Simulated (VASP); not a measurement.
Runs of VASP 6.6.1 on MgO (rocksalt type). The structure is that of space group Fm-3m (No. 225), or close to it. The cells are those of the table. 

```csv
task,cell,cutoff (eV),k mesh for the DOS,occupations for the DOS,gap on the mesh (eV),pressure (GPa)
single point,"a = 2.856 Å, angles 60.0°, 2 atoms",520,-,-,5.96,26.0
single point,"a = 2.671 Å, angles 60.0°, 2 atoms",520,-,-,(a),103.5
single point,"a = 2.980 Å, angles 60.0°, 2 atoms",520,-,-,(c),(d)
relaxation of cell and atoms,"relaxed from a = 3.047 Å, angles 60.0°, 2 atoms",600,-,-,4.67,0.0
single point,"a = 2.766 Å, angles 60.0°, 2 atoms",520,-,-,7.10,56.0
single point,"a = 2.442 Å, angles 60.0°, 2 atoms",520,-,-,(b),335.1
single point,"a = 2.568 Å, angles 60.0°, 2 atoms",520,-,-,8.96,180.9
```

Alike in all rows: level PBEsol; potentials or basis VASP PAW PBE potentials, release 64 (Mg, O); no spin polarisation; k mesh 15 × 15 × 15; smearing fermi-dirac 0.05 eV.

Problem. Fill in the values left out.

Solution. (a) 8.51; (b) 8.68; (c) 4.62; (d) -0.5.

Caveats: the PAW data sets were made with another functional, which shifts forces and pressure a little.

A k mesh can miss the band edges.
